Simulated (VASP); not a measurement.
# Sb (P-1) in VASP: further runs

The runs below take Sb through single point, with PBEsol.

Program: VASP 6.6.1. These are calculated values, not measurements. Logs are shortened: lines on timing, memory, paths and dates and some standing lists are left out, and cuts for length are marked.

### Step 1. The cell of the first run

The typed cell holds 2 atoms: a = 3.123 Å, b = 4.348 Å, c = 4.406 Å, α = 89.99°, β = 90.51°, γ = 91.15°.

### Step 2. Single point, PBEsol

INCAR

```
SYSTEM = Sb
PREC = Accurate
ENCUT = 500
EDIFF = 1E-6
ISMEAR = -1
SIGMA = 0.05
LREAL = .FALSE.
LASPH = .TRUE.
NELM = 120
ALGO = Normal
ISIF = 2
LWAVE = .FALSE.
LCHARG = .FALSE.
GGA = PS
NBANDS = 12
GGA_COMPAT = .FALSE.
```

KPOINTS

```
Automatic mesh
0
G
  9 6 6
  0 0 0
```

POSCAR

```
Sb
1.0
    3.1224020000     -0.0312240200      0.0000000000
   -0.0434751800      4.3475180000      0.0000000000
   -0.0389150000      0.0003891500      4.4058520000
Sb
2
Direct
    0.0113890000      0.2500000000      0.2411660000
    0.9886110000      0.7500000000      0.7588340000
```

Potentials or basis: VASP PAW PBE potentials, release 64 (Sb).

Run with:

```console
> cat potpaw_PBE.64/Sb/POTCAR > POTCAR
> mpirun -np 1 vasp_std > vasp.out
```

OUTCAR:

```text
SYSTEM = Sb
   PREC = Accurate
   ENCUT = 500
   EDIFF = 1E-6
   ISMEAR = -1
   LREAL = .FALSE.
   LASPH = .TRUE.
   NELM = 120
   ISIF = 2
   GGA = PS

 ion  position               nearest neighbor table
   1  0.011  0.250  0.241-   2 3.04   2 3.04   2 3.15   2 3.15
   2  0.989  0.750  0.759-   1 3.04   1 3.04   1 3.15   1 3.15

  LATTYP: Found a triclinic cell.
 ALAT       =     3.1225581162
 B/A-ratio  =     1.3923633152
 C/A-ratio  =     1.4110302225
 COS(alpha) =     0.0001766357
 COS(beta)  =     0.0088326679
 COS(gamma) =     0.0199980002

  Lattice vectors:

 A1 = (   3.1224020000,  -0.0312240200,   0.0000000000)
 A2 = (   0.0434751800,  -4.3475180000,   0.0000000000)
 A3 = (   0.0389150000,  -0.0003891500,  -4.4058520000)

Analysis of symmetry for initial positions (statically):
=====================================================================
 Subroutine PRICEL returns:
 Original cell was already a primitive cell.

 Routine SETGRP: Setting up the symmetry group for a
 triclinic supercell.

 Subroutine GETGRP returns: Found  2 space group operations
 (whereof  2 operations were pure point group operations)
 out of a pool of  2 trial point group operations.

The static configuration has the point symmetry S_2 .

Analysis of symmetry for dynamics (positions and initial velocities):
=====================================================================
 Subroutine PRICEL returns:
 Original cell was already a primitive cell.

 Routine SETGRP: Setting up the symmetry group for a
 triclinic supercell.

 Subroutine GETGRP returns: Found  2 space group operations
 (whereof  2 operations were pure point group operations)
 out of a pool of  2 trial point group operations.

The dynamic configuration has the point symmetry S_2 .

 Subroutine INISYM returns: Found  2 space group operations
 (whereof  2 operations are pure point group operations),
 and found     1 'primitive' translations

----------------------------------------------------------------------------------------

                                     Primitive cell

  volume of cell :      59.8021

  direct lattice vectors                    reciprocal lattice vectors
     3.122402000 -0.031224020  0.000000000     0.320298286  0.003202983  0.002828774
    -0.043475180  4.347518000  0.000000000     0.002300393  0.230039303  0.000000000
    -0.038915000  0.000389150  4.405852000     0.000000000  0.000000000  0.226970856

  length of vectors
     3.122558116  4.347735370  4.406023874     0.320326791  0.230050805  0.226970856

  position of ions in fractional coordinates (direct lattice)
     0.011389000  0.250000000  0.241166000
     0.988611000  0.750000000  0.758834000

  ion indices of the primitive-cell ions
   primitive index   ion index
                 1           1
                 2           2

----------------------------------------------------------------------------------------

 KPOINTS: Automatic mesh

Automatic generation of k-mesh.
 Grid dimensions read from file:
 generate k-points for:    9    6    6

 Generating k-lattice:

  Cartesian coordinates                     Fractional coordinates (reciprocal lattice)
     0.035588698  0.000355887  0.000314308     0.111111111  0.000000000 -0.000000000
     0.000383399  0.038339884  0.000000000     0.000000000  0.166666667  0.000000000
     0.000000000  0.000000000  0.037828476     0.000000000  0.000000000  0.166666667

  Length of vectors
     0.035591866  0.038341801  0.037828476

  Shift w.r.t. Gamma in fractional coordinates (k-lattice)
     0.000000000  0.000000000  0.000000000

 Subroutine IBZKPT returns following result:
 ===========================================

 Found    164 irreducible k-points:

 Following reciprocal coordinates:
            Coordinates               Weight
  0.000000  0.000000  0.000000      1.000000
  0.111111  0.000000  0.000000      2.000000
  0.222222  0.000000  0.000000      2.000000
  0.333333  0.000000  0.000000      2.000000
  0.444444  0.000000  0.000000      2.000000
  0.000000  0.166667  0.000000      2.000000
[... 16 lines left out ...]
 -0.111111  0.333333  0.000000      2.000000
  0.000000  0.500000  0.000000      1.000000
 [... further k-points ...]
   k-points           NKPTS =    164   k-points in BZ     NKDIM =    164   number of bands    NBANDS=     12
   number of dos      NEDOS =    301   number of ions     NIONS =      2
   total plane-waves  NPLWV =  24576
   dimension x,y,z NGX =    24 NGY =   32 NGZ =   32
   dimension x,y,z NGXF=    48 NGYF=   64 NGZF=   64
   ions per type =               2
   NGX,Y,Z   is equivalent  to a cutoff of  12.78, 12.24, 12.07 a.u.
   NGXF,Y,Z  is equivalent  to a cutoff of  25.56, 24.47, 24.15 a.u.
 SYSTEM =  Sb
   PREC   = accura    normal or accurate (medium, high low for compatibility)
   ISTART =      0    job   : 0-new  1-cont  2-samecut
   ICHARG =      2    charge: 1-file 2-atom 10-const
   ISPIN  =      1    spin polarized calculation?
   LNONCOLLINEAR =      F non collinear calculations
   LSORBIT =      F    spin-orbit coupling
   LASPH  =      T    aspherical Exc in radial PAW
   ENCUT  =  500.0 eV  36.75 Ry    6.06 a.u.   5.69  7.93  8.03*2*pi/ulx,y,z
   NELM   =    120;   NELMIN=  2; NELMDL= -5     # of ELM steps
   EDIFF  = 0.1E-05   stopping-criterion for ELM
   LREAL  =      F    real-space projection
   EDIFFG = 0.1E-04   stopping-criterion for IOM
   NSW    =      0    number of steps for IOM
   IBRION =     -1    ionic relax: 0-MD 1-quasi-New 2-CG
   NFREE  =      0    steps in history (QN), initial steepest desc. (CG)
   ISIF   =      2    stress and relaxation
   ISYM   =      2    0-nonsym 1-usesym 2-fastsym
   POTIM  = 0.5000    time-step for ionic-motion
   TEBEG  =    0.0;   TEEND  =   0.0 temperature during run
   PSTRESS=    0.0 pullay stress
   NELECT =      10.0000    total number of electrons
   NUPDOWN=      -1.0000    fix difference up-down
   EMIN   =  10.00;   EMAX   =-10.00  energy-range for DOS
   EFERMI =   0.00;   METHOD = LEGACY
   ISMEAR =    -1;   SIGMA  =   0.05  broadening in eV -4-tet -1-fermi 0-gaus
   EFERMI_NEDOS =   21; number of points for ismear=-14 and -15
   IALGO  =     38    algorithm
   IMIX   =      4    mixing-type and parameters
     AMIX     =   0.40;   BMIX     =  1.00
     AMIX_MAG =   1.60;   BMIX_MAG =  1.00
  volume/ion in A,a.u.               =      29.90       201.78
  Fermi-wavevector in a.u.,A,eV,Ry     =   0.901923  1.704387 11.067855  0.813464
  Thomas-Fermi vector in A             =   2.025063
   LORBIT       =      0    0 simple, 1 ext, 2 COOP (PROOUT), +10 PAW based schemes
   GGA     = PS    functional components
   LHFCALC =     F    Hartree Fock is set to
   AEXX    =    0.0000 exact exchange contribution
   IVDW    =     0    specifies the selected vdW correction
   LEPSILON=     F    determine dielectric tensor
   LRPA    =     F    only Hartree local field effects (RPA)
 non-spin polarized calculation
  energy-cutoff  :      500.00
  volume of cell :       59.80
 maximum number of plane-waves:      1538
   NGX = 11   NGY = 15   NGZ = 17

 number of electron      10.0000000 magnetization

 Free energy of the ion-electron system (eV)
  ---------------------------------------------------
  ext. energy  EPLUGINS =         0.00000000
  ---------------------------------------------------
  free energy    TOTEN  =        -9.03622275 eV

  energy without entropy =       -9.02313359  energy(sigma->0) =       -9.02967817

 E-fermi :   7.0774     XC(G=0):  -9.7439

 val. band max:        7.0626777015   @ k =  -0.2222   0.3333   0.3333
 cond. band min:       7.0798312357   @ k =  -0.4444  -0.3333   0.1667
 fundamental gap:      0.0171535343
 Fermi energy:         7.0774450314

 k-point     1 :       0.0000    0.0000    0.0000
  band No.  band energies     occupation
      1      -5.4356      2.00000
      2      -0.3664      2.00000
      3       3.3814      2.00000
      4       3.5153      2.00000
      5       9.0285      0.00000
      6      10.0401      0.00000
      7      10.2820      0.00000
      8      10.4020      0.00000
      9      13.6671      0.00000
     10      13.9734      0.00000
     11      14.2582      0.00000
     12      15.1140      0.00000

 k-point     2 :       0.1111    0.0000    0.0000
  band No.  band energies     occupation
      1      -5.2609      2.00000
      2      -0.1848      2.00000
      3       3.5438      2.00000
      4       3.6776      2.00000
      5       8.2105      0.00000
      6       9.1962      0.00000
      7      10.4435      0.00000
      8      10.5704      0.00000
      9      12.5978      0.00000
     10      14.1137      0.00000
     11      14.7659      0.00000
     12      16.3924      0.00000

 k-point     3 :       0.2222    0.0000    0.0000
  band No.  band energies     occupation
      1      -4.7515      2.00000
      2       0.3551      2.00000
      3       4.0006      2.00000
      4       4.1340      2.00000
      5       5.5286      2.00000
      6       9.6919      0.00000
      7      10.0044      0.00000
      8      10.9171      0.00000
      9      11.0482      0.00000
     10      14.5268      0.00000
     11      15.0149      0.00000
     12      15.1734      0.00000
[... 286 lines left out ...]
 k-point    23 :      -0.1111    0.3333    0.0000
  band No.  band energies     occupation
      1      -4.4578      2.00000
      2      -2.1685      2.00000
      3       4.5293      2.00000
      4       4.9637      2.00000
      5       7.4411      0.00139
      6       7.6948      0.00001
      7       9.1396      0.00000
      8      10.9066      0.00000
      9      12.4338      0.00000
     10      16.5850      0.00000
     11      17.6606      0.00000
     12      18.2270      0.00000

 k-point    24 :       0.0000    0.5000    0.0000
  band No.  band energies     occupation
      1      -3.6395      2.00000
      2      -3.6363      2.00000
      3       5.5249      2.00000
      4       5.5278      2.00000
      5       6.0917      2.00000
      6       6.0935      2.00000
      7      11.7004      0.00000
      8      11.7479      0.00000
      9      15.0956      0.00000
     10      15.1221      0.00000
     11      16.0300      0.00000
     12      16.0583      0.00000

 [... further k-points ...]

------------------------ aborting loop because EDIFF is reached ----------------------------------------

  FORCE on cell =-STRESS in cart. coord.  units (eV):
  Direction    XX          YY          ZZ          XY          YZ          ZX
  --------------------------------------------------------------------------------------
  -------------------------------------------------------------------------------------
  Total       -0.6979542     -0.8867011     -0.7970795      0.1125989      0.0122314      0.0263761
  in kB      -18.6991049    -23.7558803    -21.3548018      3.0166730      0.3276956      0.7066512
  external PRESSURE =     -21.2699290 kB  Pullay stress =       0.0000000 kB

 VOLUME and BASIS-vectors are now :
 -----------------------------------------------------------------------------
  energy-cutoff  :      500.00
  volume of cell :       59.80
      direct lattice vectors                 reciprocal lattice vectors
     3.122402000 -0.031224020  0.000000000     0.320298286  0.003202983  0.002828774
    -0.043475180  4.347518000  0.000000000     0.002300393  0.230039303  0.000000000
    -0.038915000  0.000389150  4.405852000     0.000000000  0.000000000  0.226970856

 POSITION                                       TOTAL-FORCE (eV/Angst)
 -----------------------------------------------------------------------------------
      0.01531      1.08662      1.06254        -0.029912     -0.001238      0.044043
      3.02470      3.23007      3.34331         0.029912      0.001238     -0.044043
 -----------------------------------------------------------------------------------
    total drift:                               -0.000000      0.000000      0.000000

  FREE ENERGIE OF THE ION-ELECTRON SYSTEM (eV)
  ---------------------------------------------------
  free  energy   TOTEN  =        -9.0362227467 eV

  energy  without entropy=       -9.0231335918  energy(sigma->0) =       -9.02967817
```

Run time: 89 s. Hardware: 1 thread of AMD EPYC 7R13, shared host; peak memory 0.2 GiB.

What came out:

* Free energy: -9.0362 eV
* Pressure: -2.1 GPa
* Largest force: 0.053 eV/Å
* Band gap on the k mesh: zero (band 5 reaches 12.06 eV, above the bottom of band 6 at 3.76 eV)

Forces on the atoms (eV/Å):
```
Sb  -0.030 -0.001  0.044
Sb   0.030  0.001 -0.044
```

Stress tensor (GPa, compression positive):
```
-1.87  0.30  0.07
 0.30 -2.38  0.03
 0.07  0.03 -2.14
```

Caveat: the PAW data sets were made with another functional, which shifts forces and pressure a little; spin-orbit coupling is left out, which moves the levels of the heavy elements.

### Step 3. Single point, PBEsol

INCAR

```
SYSTEM = Sb
ALGO = Normal
EDIFF = 1E-6
ENCUT = 500
GGA = PS
GGA_COMPAT = .FALSE.
ISIF = 2
ISMEAR = -1
LASPH = .TRUE.
LCHARG = .FALSE.
LREAL = .FALSE.
LWAVE = .FALSE.
NBANDS = 12
NELM = 120
PREC = Accurate
SIGMA = 0.05
```

KPOINTS

```
k-points
0
G
  9 6 6
  0 0 0
```

POSCAR

```
Sb
1.0
    3.1224020000      0.0312240200      0.0000000000
    0.0434751800      4.3475180000      0.0000000000
   -0.0389150000     -0.0003891500      4.4058520000
Sb
2
Direct
    0.0113890000      0.2500000000      0.2411660000
    0.9886110000      0.7500000000      0.7588340000
```

Potentials or basis: VASP PAW PBE potentials, release 64 (Sb).

Run with:

```console
> cat potpaw_PBE.64/Sb/POTCAR > POTCAR
> mpirun -np 1 vasp_std > vasp.out
```

It took 85 s on 1 thread of AMD EPYC 7R13, shared host; peak memory 0.2 GiB.

It converged, with:

| Quantity | Value |
| --- | --- |
| Free energy | -9.0362 eV |
| Pressure | -2.1 GPa |
| Largest force | 0.053 eV/Å |
| Band gap on the k mesh | zero (band 5 reaches 12.06 eV, above the bottom of band 6 at 3.76 eV) |

Forces on the atoms (eV/Å):
```
Sb  -0.030  0.001  0.044
Sb   0.030 -0.001 -0.044
```

Stress tensor (GPa, compression positive):
```
-1.87 -0.30  0.07
-0.30 -2.38 -0.03
 0.07 -0.03 -2.14
```

Levels at points of the mesh, in eV from the Fermi level:
| k point | band 2 | band 3 | band 4 | band 5 | band 6 | band 7 | band 8 | band 9 |
| --- | --- | --- | --- | --- | --- | --- | --- | --- |
| (0.00, 0.00, 0.00) | -7.44 | -3.70 | -3.56 | 1.95 | 2.96 | 3.20 | 3.32 | 6.59 |
| (0.00, 0.50, 0.00) | -10.71 | -1.55 | -1.55 | -0.99 | -0.98 | 4.62 | 4.67 | 8.02 |
| (0.00, 0.00, 0.50) | -10.53 | -1.64 | -1.12 | -1.01 | -0.86 | 4.44 | 4.82 | 7.68 |
| (0.00, 0.50, 0.50) | -10.06 | -5.70 | -5.70 | 4.98 | 4.98 | 5.26 | 5.26 | 8.90 |

Caveat: the PAW data sets were made with another functional, which shifts forces and pressure a little; spin-orbit coupling is left out, which moves the levels of the heavy elements.

### Step 4. Single point, PBEsol

INCAR

```
ALGO = Normal
EDIFF = 1E-6
ENCUT = 500
GGA = PS
GGA_COMPAT = False
ISIF = 2
ISMEAR = -1
LASPH = True
LCHARG = False
LREAL = False
LWAVE = False
NBANDS = 12
NELM = 120
PREC = Accurate
SIGMA = 0.05
```

KPOINTS

```
k-points
0
Gamma
  9 6 6
```

POSCAR

```
Sb
1.0
    3.1224020000      0.0624480400      0.0000000000
    0.0869503600      4.3475180000      0.0000000000
   -0.0389150000     -0.0007783000      4.4058520000
Sb
2
Direct
    0.0113890000      0.2500000000      0.2411660000
    0.9886110000      0.7500000000      0.7588340000
```

Run with:

```console
> cat potpaw_PBE.64/Sb/POTCAR > POTCAR
> mpirun -np 1 vasp_std > vasp.out
```

Run time: 95 s. Hardware: 1 thread of AMD EPYC 7R13, shared host; peak memory 0.2 GiB.

It converged, with:

* Free energy: -9.0333 eV
* Pressure: -2.1 GPa
* Largest force: 0.052 eV/Å
* Band gap on the k mesh: zero (band 5 reaches 12.03 eV, above the bottom of band 6 at 3.80 eV)

Forces on the atoms (eV/Å):
```
Sb  -0.029  0.003  0.043
Sb   0.029 -0.003 -0.043
```

Stress tensor (GPa, compression positive):
```
-1.85 -0.52  0.07
-0.52 -2.33 -0.07
 0.07 -0.07 -2.16
```

Levels at points of the mesh, in eV from the Fermi level:
| k point | band 1 | band 2 | band 3 | band 4 | band 5 | band 6 | band 7 | band 8 | band 9 | band 10 |
| --- | --- | --- | --- | --- | --- | --- | --- | --- | --- | --- |
| (0.00, 0.00, 0.00) | -12.50 | -7.43 | -3.69 | -3.55 | 1.96 | 2.96 | 3.24 | 3.34 | 6.60 | 6.91 |
| (0.00, 0.50, 0.00) | -10.71 | -10.70 | -1.54 | -1.54 | -0.98 | -0.97 | 4.59 | 4.68 | 8.04 | 8.09 |
| (0.00, 0.00, 0.50) | -10.94 | -10.52 | -1.63 | -1.10 | -1.00 | -0.84 | 4.46 | 4.83 | 7.69 | 7.89 |
| (0.00, 0.50, 0.50) | -10.05 | -10.05 | -5.69 | -5.69 | 4.96 | 4.97 | 5.28 | 5.29 | 8.89 | 8.91 |

Caveat: the PAW data sets were made with another functional, which shifts forces and pressure a little; spin-orbit coupling is left out, which moves the levels of the heavy elements.

(Continued in part 2 of 2.)
